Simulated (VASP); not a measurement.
The system is NaCl.

```xyz
2
Lattice="3.4138 -0.0458 -0.0458 -0.0458 3.4138 -0.0458 -0.0458 -0.0458 3.4138" Properties=species:S:1:pos:R:3 pbc="T T T"
Na    0.0000    0.0000    0.0000
Cl    1.6611    1.6611    1.6611
```

This cell differs from its parent crystal: strain along [111] -4.0%.

Base run:

- Program: VASP 6.6.1
- Functional: HSE06
- Potentials or basis: VASP PAW PBE potentials, release 64 (Na_pv, Cl)
- Cutoff: 520 eV
- k mesh: 6 × 6 × 6
- Occupations: gaussian, width 0.01 eV
- Spin: no spin polarisation

Its results: band gap on the k mesh 5.59 eV, indirect (least direct gap 6.14 eV); pressure 1.9 GPa.

Question: The run is repeated on the same cell with these changes: functional from HSE06 to r2SCAN; k mesh from 6 × 6 × 6 to 8 × 8 × 8. What comes out?

Answer: Band gap on the k mesh 5.12 eV, indirect (least direct gap 5.65 eV); pressure 1.2 GPa.

Several settings changed at once, so the effect can't be laid on one alone.

Caveats: the PAW data sets were made with another functional, which shifts forces and pressure a little.

A k mesh can miss the band edges.
